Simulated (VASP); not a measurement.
Write the native input for VASP 6.6.1 that does the following.

| Item | Value |
| --- | --- |
| Task | relaxation of cell and atoms |
| Functional | PBE |
| Potentials or basis | VASP PAW PBE potentials, release 64 (Si, C) |
| Cutoff | 600 eV |
| k mesh | 8 × 8 × 8 |
| Occupations | gaussian, width 0.05 eV |
| Spin | no spin polarisation |
| Target pressure | 2 GPa |
| Dipole correction | no |
| Further INCAR settings | ALGO = Normal; EDIFF = 1e-06; IBRION = 2; EDIFFG = -0.02; NSW = 80; ISIF = 3 |

The structure of SiC (Moissanite 3C) lies in POSCAR:

```
SiC
1.0
    0.0000000000      2.1790000000      2.1790000000
    2.1790000000      0.0000000000      2.1790000000
    2.1790000000      2.1790000000      0.0000000000
Si C
1 1
Direct
    0.0000000000      0.0000000000      0.0000000000
    0.2500000000      0.2500000000      0.2500000000
```

One way to write it, as run:

INCAR

```
SYSTEM = SiC
ALGO     = Normal         ! electronic algorithm
EDIFF    = 1E-6           ! SCF threshold, eV
EDIFFG   = -0.02          ! ionic threshold
ENCUT    = 600            ! plane-wave cutoff, eV
GGA      = PE             ! functional
IBRION   = 2              ! ionic algorithm
ISIF     = 3              ! what is computed and relaxed
ISMEAR   = 0              ! smearing method
LASPH    = .TRUE.         ! aspherical terms in the spheres
LCHARG   = .FALSE.        ! write CHGCAR
LREAL    = .FALSE.        ! projectors in reciprocal space
LWAVE    = .FALSE.        ! write WAVECAR
NELM     = 60             ! most SCF steps
NSW      = 80             ! ionic steps
PREC     = Accurate       ! precision mode
PSTRESS  = 20.0         
SIGMA    = 0.05           ! smearing width, eV
```

KPOINTS

```
k-points
0
G
  8 8 8
  0 0 0
```

Potentials or basis: VASP PAW PBE potentials, release 64 (Si, C).

Run with:

```sh
$ cat potpaw_PBE.64/Si/POTCAR potpaw_PBE.64/C/POTCAR > POTCAR
$ mpirun -np 1 vasp_std > vasp.out
```

Results of the run:

| Property | Result |
| --- | --- |
| Relaxed volume | 10.40 Å³/atom |
| Relaxed cell | a = 3.087 Å, b = 3.087 Å, c = 3.087 Å, α = 60.00°, β = 60.00°, γ = 60.00° |
| Space group after relaxing (to 0.05 Å) | F-43m (No. 216) |
| Energy change on relaxing (the enthalpy is what falls) | -0.8 meV/atom |
| Ionic steps | 3 |
| Pressure after relaxing | 2.0 GPa |
| Band gap on the k mesh | 1.36 eV, indirect (least direct gap 4.54 eV) |

Caveat: the cell is relaxed towards a set pressure, so the enthalpy falls and the energy may rise.

Run time: 10 s on 1 thread of AMD EPYC 7R13 Processor (Zen 3) (shared host), peak memory 0.12 GiB.
